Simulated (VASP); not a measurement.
# Ba3B2 (Pm-3m) in VASP: a series of runs

Runs on Ba3B2. Level: PBE. Tasks: single point, relaxation of cell and atoms.

Program: VASP 6.6.1. These are calculated values, not measurements. Logs are shortened: lines on timing, memory, paths and dates and some standing lists are left out, and cuts for length are marked.

## 1. The cell of the first run

It takes space group Pm-3m (No. 221, cubic). Conventional cell: a = 4.749 Å, b = 4.749 Å, c = 4.749 Å, α = 90.00°, β = 90.00°, γ = 90.00°. Ba (site symmetry 4/mmm) has 2 B at 2.37 Å within 3.1 Å. B (site symmetry m-3m) has 6 Ba at 2.37 Å within 3.1 Å. Within 4.4 Å of B (site symmetry m-3m) lie 12 Ba at 3.36 Å and 8 B at 4.11 Å.

The cell was generated, and may not be a known phase.

## 2. Single point, PBE

Contents of INCAR:

```
ALGO = Normal
EDIFF = 1E-6
ENCUT = 520
GGA = PE
ISIF = 2
ISMEAR = 0
LASPH = True
LCHARG = False
LREAL = False
LWAVE = False
NBANDS = 26
NELM = 60
PREC = Accurate
SIGMA = 0.1
```

Contents of KPOINTS:

```
k-points
0
Gamma
  4 4 4
```

Contents of POSCAR:

```
Ba3B2
1.0
    4.7493566900      0.0000000000      0.0000000000
    0.0000000000      4.7493566900      0.0000000000
    0.0000000000      0.0000000000      4.7493566900
Ba B
3 2
Direct
    0.5000000000      0.0000000000      0.0000000000
    0.0000000000      0.5000000000      0.0000000000
    0.0000000000      0.0000000000      0.5000000000
    0.0000000000      0.0000000000      0.0000000000
    0.5000000000      0.5000000000      0.5000000000
```

Potentials or basis: VASP PAW PBE potentials, release 64 (Ba_sv, B).

On the command line:

```
> cat potpaw_PBE.64/Ba_sv/POTCAR potpaw_PBE.64/B/POTCAR > POTCAR
> mpirun -np 1 vasp_std > vasp.out
```

OUTCAR:

```text
EDIFF = 1E-6
   ENCUT = 520
   GGA = PE
   ISIF = 2
   ISMEAR = 0
   LASPH = True
   LREAL = False
   NELM = 60
   PREC = Accurate

 ion  position               nearest neighbor table
   1  0.500  0.000  0.000-   4 2.37   4 2.37   2 3.36   5 3.36   3 3.36   5 3.36   2 3.36   5 3.36
                             5 3.36   2 3.36   3 3.36   3 3.36   3 3.36   2 3.36
   2  0.000  0.500  0.000-   4 2.37   4 2.37   1 3.36   5 3.36   3 3.36   5 3.36   1 3.36   3 3.36
                             3 3.36   3 3.36   1 3.36   5 3.36   5 3.36   1 3.36
   3  0.000  0.000  0.500-   4 2.37   4 2.37   1 3.36   5 3.36   1 3.36   2 3.36   2 3.36   2 3.36
                             5 3.36   2 3.36   1 3.36   5 3.36   1 3.36   5 3.36
   4  0.000  0.000  0.000-   1 2.37   2 2.37   3 2.37   3 2.37   2 2.37   1 2.37
   5  0.500  0.500  0.500-   1 3.36   2 3.36   3 3.36   1 3.36   2 3.36   1 3.36   3 3.36   1 3.36
                             2 3.36   3 3.36   2 3.36   3 3.36

  LATTYP: Found a simple cubic cell.
 ALAT       =     4.7493566900

  Lattice vectors:

 A1 = (   4.7493566900,   0.0000000000,   0.0000000000)
 A2 = (   0.0000000000,   4.7493566900,   0.0000000000)
 A3 = (   0.0000000000,   0.0000000000,   4.7493566900)

Analysis of symmetry for initial positions (statically):
=====================================================================
 Subroutine PRICEL returns:
 Original cell was already a primitive cell.

 Routine SETGRP: Setting up the symmetry group for a
 simple cubic supercell.

 Subroutine GETGRP returns: Found 48 space group operations
 (whereof 48 operations were pure point group operations)
 out of a pool of 48 trial point group operations.

The static configuration has the point symmetry O_h .

Analysis of symmetry for dynamics (positions and initial velocities):
=====================================================================
 Subroutine PRICEL returns:
 Original cell was already a primitive cell.

 Routine SETGRP: Setting up the symmetry group for a
 simple cubic supercell.

 Subroutine GETGRP returns: Found 48 space group operations
 (whereof 48 operations were pure point group operations)
 out of a pool of 48 trial point group operations.

The dynamic configuration has the point symmetry O_h .

 Subroutine INISYM returns: Found 48 space group operations
 (whereof 48 operations are pure point group operations),
 and found     1 'primitive' translations

----------------------------------------------------------------------------------------

                                     Primitive cell

  volume of cell :     107.1283

  direct lattice vectors                    reciprocal lattice vectors
     4.749356690  0.000000000  0.000000000     0.210554832  0.000000000  0.000000000
     0.000000000  4.749356690  0.000000000     0.000000000  0.210554832  0.000000000
     0.000000000  0.000000000  4.749356690     0.000000000  0.000000000  0.210554832

  length of vectors
     4.749356690  4.749356690  4.749356690     0.210554832  0.210554832  0.210554832

  position of ions in fractional coordinates (direct lattice)
     0.500000000  0.000000000  0.000000000
     0.000000000  0.500000000  0.000000000
     0.000000000  0.000000000  0.500000000
     0.000000000  0.000000000  0.000000000
     0.500000000  0.500000000  0.500000000

  ion indices of the primitive-cell ions
   primitive index   ion index
                 1           1
                 2           2
                 3           3
                 4           4
                 5           5

----------------------------------------------------------------------------------------

 KPOINTS: k-points

Automatic generation of k-mesh.
 Grid dimensions read from file:
 generate k-points for:    4    4    4

 Generating k-lattice:

  Cartesian coordinates                     Fractional coordinates (reciprocal lattice)
     0.052638708  0.000000000  0.000000000     0.250000000  0.000000000  0.000000000
     0.000000000  0.052638708  0.000000000     0.000000000  0.250000000  0.000000000
     0.000000000  0.000000000  0.052638708     0.000000000  0.000000000  0.250000000

  Length of vectors
     0.052638708  0.052638708  0.052638708

  Shift w.r.t. Gamma in fractional coordinates (k-lattice)
     0.000000000  0.000000000  0.000000000

 Subroutine IBZKPT returns following result:
 ===========================================

 Found     10 irreducible k-points:

 Following reciprocal coordinates:
            Coordinates               Weight
  0.000000  0.000000  0.000000      1.000000
  0.250000  0.000000  0.000000      6.000000
  0.500000  0.000000  0.000000      3.000000
  0.250000  0.250000  0.000000     12.000000
  0.500000  0.250000  0.000000     12.000000
  0.500000  0.500000  0.000000      3.000000
  0.250000  0.250000  0.250000      8.000000
  0.500000  0.250000  0.250000     12.000000
  0.500000  0.500000  0.250000      6.000000
  0.500000  0.500000  0.500000      1.000000
   k-points           NKPTS =     10   k-points in BZ     NKDIM =     10   number of bands    NBANDS=     26
   number of dos      NEDOS =    301   number of ions     NIONS =      5
   total plane-waves  NPLWV =  46656
   dimension x,y,z NGX =    36 NGY =   36 NGZ =   36
   dimension x,y,z NGXF=    72 NGYF=   72 NGZF=   72
   ions per type =               3   2
   NGX,Y,Z   is equivalent  to a cutoff of  12.60, 12.60, 12.60 a.u.
   NGXF,Y,Z  is equivalent  to a cutoff of  25.20, 25.20, 25.20 a.u.
 SYSTEM =  unknown system
   PREC   = accura    normal or accurate (medium, high low for compatibility)
   ISTART =      0    job   : 0-new  1-cont  2-samecut
   ICHARG =      2    charge: 1-file 2-atom 10-const
   ISPIN  =      1    spin polarized calculation?
   LNONCOLLINEAR =      F non collinear calculations
   LSORBIT =      F    spin-orbit coupling
   LASPH  =      T    aspherical Exc in radial PAW
   ENCUT  =  520.0 eV  38.22 Ry    6.18 a.u.   8.83  8.83  8.83*2*pi/ulx,y,z
   NELM   =     60;   NELMIN=  2; NELMDL= -5     # of ELM steps
   EDIFF  = 0.1E-05   stopping-criterion for ELM
   LREAL  =      F    real-space projection
   EDIFFG = 0.1E-04   stopping-criterion for IOM
   NSW    =      0    number of steps for IOM
   IBRION =     -1    ionic relax: 0-MD 1-quasi-New 2-CG
   NFREE  =      0    steps in history (QN), initial steepest desc. (CG)
   ISIF   =      2    stress and relaxation
   ISYM   =      2    0-nonsym 1-usesym 2-fastsym
   POTIM  = 0.5000    time-step for ionic-motion
   TEBEG  =    0.0;   TEEND  =   0.0 temperature during run
   PSTRESS=    0.0 pullay stress
   NELECT =      36.0000    total number of electrons
   NUPDOWN=      -1.0000    fix difference up-down
   EMIN   =  10.00;   EMAX   =-10.00  energy-range for DOS
   EFERMI =   0.00;   METHOD = LEGACY
   ISMEAR =     0;   SIGMA  =   0.10  broadening in eV -4-tet -1-fermi 0-gaus
   EFERMI_NEDOS =   21; number of points for ismear=-14 and -15
   IALGO  =     38    algorithm
   IMIX   =      4    mixing-type and parameters
     AMIX     =   0.40;   BMIX     =  1.00
     AMIX_MAG =   1.60;   BMIX_MAG =  1.00
  volume/ion in A,a.u.               =      21.43       144.59
  Fermi-wavevector in a.u.,A,eV,Ry     =   1.138171  2.150831 17.625441  1.295433
  Thomas-Fermi vector in A             =   2.274876
   LORBIT       =      0    0 simple, 1 ext, 2 COOP (PROOUT), +10 PAW based schemes
   GGA     = PE    functional components
   LHFCALC =     F    Hartree Fock is set to
   AEXX    =    0.0000 exact exchange contribution
   IVDW    =     0    specifies the selected vdW correction
   LEPSILON=     F    determine dielectric tensor
   LRPA    =     F    only Hartree local field effects (RPA)
 non-spin polarized calculation
 Gauss-broadening in eV      SIGMA  =   0.10
  energy-cutoff  :      520.00
  volume of cell :      107.13
 maximum number of plane-waves:      2897
 NGX is ok and might be reduce to    36
   NGX = 17   NGY = 17   NGZ = 17

 number of electron      35.9999997 magnetization

 Free energy of the ion-electron system (eV)
  ---------------------------------------------------
  ext. energy  EPLUGINS =         0.00000000
  ---------------------------------------------------
  free energy    TOTEN  =        -8.78863846 eV

  energy without entropy =       -8.74891078  energy(sigma->0) =       -8.76877462

 E-fermi :   4.6151     XC(G=0): -10.3012

 val. band max:        4.6090474816   @ k =   0.5000   0.2500   0.0000
 cond. band min:       4.6303050908   @ k =   0.5000   0.5000   0.2500
 fundamental gap:      0.0212576092
 Fermi energy:         4.6151296780

 k-point     1 :       0.0000    0.0000    0.0000
  band No.  band energies     occupation
      1     -23.8661      2.00000
      2     -22.7508      2.00000
      3     -22.7508      2.00000
      4     -10.5710      2.00000
      5     -10.5710      2.00000
      6     -10.5710      2.00000
[... 18 lines left out ...]
     25       7.9506      0.00000
     26       8.2881      0.00000

 k-point     2 :       0.2500    0.0000    0.0000
  band No.  band energies     occupation
      1     -23.7387      2.00000
      2     -22.9080      2.00000
      3     -22.7469      2.00000
      4     -10.3993      2.00000
      5     -10.3993      2.00000
      6     -10.3048      2.00000
[... 18 lines left out ...]
     25       7.8775      0.00000
     26       8.5276      0.00000

 k-point     3 :       0.5000    0.0000    0.0000
  band No.  band energies     occupation
      1     -23.5265      2.00000
      2     -23.1496      2.00000
      3     -22.7430      2.00000
      4     -10.1754      2.00000
      5     -10.1754      2.00000
      6      -9.8079      2.00000
[... 166 lines left out ...]
 k-point     9 :       0.5000    0.5000    0.2500
  band No.  band energies     occupation
      1     -23.1370      2.00000
      2     -23.1293      2.00000
      3     -23.1293      2.00000
      4     -12.0562      2.00000
      5      -9.8214      2.00000
      6      -9.4325      2.00000
[... 18 lines left out ...]
     25       8.0414      0.00000
     26       8.1588      0.00000

 k-point    10 :       0.5000    0.5000    0.5000
  band No.  band energies     occupation
      1     -23.1226      2.00000
      2     -23.1226      2.00000
      3     -23.1226      2.00000
      4     -12.5146      2.00000
      5      -9.7902      2.00000
      6      -9.7902      2.00000
[... 18 lines left out ...]
     25       7.3241      0.00000
     26       7.3241      0.00000

------------------------ aborting loop because EDIFF is reached ----------------------------------------

  FORCE on cell =-STRESS in cart. coord.  units (eV):
  Direction    XX          YY          ZZ          XY          YZ          ZX
  --------------------------------------------------------------------------------------
  -------------------------------------------------------------------------------------
  Total       18.1463882     18.1463882     18.1463882     -0.0000000      0.0000000      0.0000000
  in kB      271.3916097    271.3916097    271.3916097     -0.0000000      0.0000000      0.0000000
  external PRESSURE =     271.3916097 kB  Pullay stress =       0.0000000 kB

 VOLUME and BASIS-vectors are now :
 -----------------------------------------------------------------------------
  energy-cutoff  :      520.00
  volume of cell :      107.13
      direct lattice vectors                 reciprocal lattice vectors
     4.749356690  0.000000000  0.000000000     0.210554832  0.000000000  0.000000000
     0.000000000  4.749356690  0.000000000     0.000000000  0.210554832  0.000000000
     0.000000000  0.000000000  4.749356690     0.000000000  0.000000000  0.210554832

 POSITION                                       TOTAL-FORCE (eV/Angst)
 -----------------------------------------------------------------------------------
      2.37468      0.00000      0.00000         0.000000      0.000000      0.000000
      0.00000      2.37468      0.00000         0.000000      0.000000      0.000000
      0.00000      0.00000      2.37468         0.000000      0.000000      0.000000
      0.00000      0.00000      0.00000         0.000000      0.000000      0.000000
      2.37468      2.37468      2.37468         0.000000      0.000000      0.000000
 -----------------------------------------------------------------------------------
    total drift:                                0.000000      0.000000     -0.000000

  FREE ENERGIE OF THE ION-ELECTRON SYSTEM (eV)
  ---------------------------------------------------
  free  energy   TOTEN  =        -8.7886384634 eV

  energy  without entropy=       -8.7489107766  energy(sigma->0) =       -8.76877462
```

Run time: 65 s. Hardware: 1 thread of Intel Xeon 8259CL, shared host; peak memory 0.21 GiB.

Results:

```
Free energy            : -8.7886 eV
Pressure               : 27.1 GPa
Band gap on the k mesh : zero (bands 18 and 19 overlap by 1.25 eV)
```

Caveat: the cell stands under pressure; spin-orbit coupling is left out, which moves the levels of the heavy elements.

## 3. Single point, PBE

This run uses another cell than the first one, of 36.92 Å³/atom.

Contents of INCAR:

```
PREC = Accurate ; ENCUT = 520
EDIFF = 1E-7 ; ISMEAR = 0
SIGMA = 0.1 ; LREAL = False
LASPH = True ; NELM = 100
ALGO = Fast ; ISIF = 2
LWAVE = False ; LCHARG = False
GGA = PE ; NBANDS = 26
```

Contents of KPOINTS:

```
regular mesh
0
Gamma
  4 4 4
```

POSCAR, as its differences from that of step 2:

```diff
@@ -2,5 +2,5 @@
 1.0
-    4.7493566900      0.0000000000      0.0000000000
-    0.0000000000      4.7493566900      0.0000000000
-    0.0000000000      0.0000000000      4.7493566900
+    5.6938800472      0.0000000000      0.0000000000
+    0.0000000000      5.6938800472      0.0000000000
+    0.0000000000      0.0000000000      5.6938800472
 Ba B
```

Potentials or basis: VASP PAW PBE potentials, release 64 (Ba_sv, B).

On the command line:

```
> cat potpaw_PBE.64/Ba_sv/POTCAR potpaw_PBE.64/B/POTCAR > POTCAR
> mpirun -np 1 vasp_std > vasp.out
```

Run time: 2.6 min. Hardware: 1 thread of Intel Xeon 8259CL, shared host; peak memory 0.27 GiB.

It converged, with:

* Free energy: -13.4663 eV
* Pressure: 0.6 GPa
* Band gap on the k mesh: zero (bands 18 and 19 overlap by 0.76 eV)

Levels at points of the mesh, in eV from the Fermi level:
```tsv
k point	band 15	band 16	band 17	band 18	band 19	band 20
(0.00, 0.00, 0.00)	0.37	0.37	0.52	0.52	0.52	0.67
(0.50, 0.00, 0.00)	-1.18	-0.89	0.05	0.05	0.69	0.69
(0.50, 0.50, 0.00)	-1.46	-1.46	-0.33	-0.33	-0.24	0.14
(0.50, 0.50, 0.50)	-1.82	-1.82	-1.82	0.27	0.27	0.27
```

Caveat: spin-orbit coupling is left out, which moves the levels of the heavy elements.

(Continued in part 2 of 2.)

The gap in the log of VASP goes by the Fermi energy; the results here count the filled bands.